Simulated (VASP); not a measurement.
Write the native input for VASP 6.6.1 that does the following.

```
Task                   : single point
Functional             : PBE
Potentials or basis    : VASP PAW PBE potentials, release 64 (Cd, Bi_d, O)
Cutoff                 : 520 eV
k mesh                 : 6 × 6 × 4
Occupations            : gaussian, width 0.1 eV
Spin                   : no spin polarisation
Dipole correction      : no
Further INCAR settings : ALGO = Normal; EDIFF = 1e-06; NBANDS = 34
```

The structure of Cd2BiO2 lies in POSCAR:

```
Cd2BiO2
1.0
    4.3761266117     -0.0000000026      0.0000000000
   -2.1880633036      3.7898368172      0.0000000000
    0.0000000000      0.0000000000      7.1800905859
Cd Bi O
2 1 2
Direct
    0.3333333333      0.6666666667      0.5000000000
    0.6666666667      0.3333333333      0.5000000000
    0.0000000000      0.0000000000      0.0000000000
    0.0000000000      0.0000000000      0.6855479448
    0.0000000000      0.0000000000      0.3144520552
```

The cell was generated, and may not be a known phase.

These files were run (other wordings do the same):

INCAR

```
SYSTEM = Cd2BiO2
PREC = Accurate ; ENCUT = 520
EDIFF = 1E-6 ; ISMEAR = 0
SIGMA = 0.1 ; LREAL = .False.
LASPH = .True. ; NELM = 100
ALGO = Normal ; ISIF = 2
LWAVE = .False. ; LCHARG = .False.
GGA = PE ; NBANDS = 34
```

KPOINTS

```
regular mesh
0
Gamma
  6 6 4
  0 0 0
```

Potentials or basis: VASP PAW PBE potentials, release 64 (Cd, Bi_d, O).

The run is started by

```sh
$ cat potpaw_PBE.64/Cd/POTCAR potpaw_PBE.64/Bi_d/POTCAR potpaw_PBE.64/O/POTCAR > POTCAR
$ mpirun -np 1 vasp_std > vasp.out
```

It gave:

```yaml
Pressure: 0.5 GPa
Largest_force: 0.033 eV/Å
Band_gap_on_the_k_mesh: zero (an odd number of electrons rules out a gap without spin polarisation)
```

Caveat: spin-orbit coupling is left out, which moves the levels of the heavy elements; an odd number of electrons without spin polarisation forces a metal; a magnetic or distorted state may lie lower.

It took 61 s on 1 thread of Intel(R) Xeon(R) Platinum 8488C (Sapphire Rapids), with other jobs on the host, peak memory 0.29 GiB.
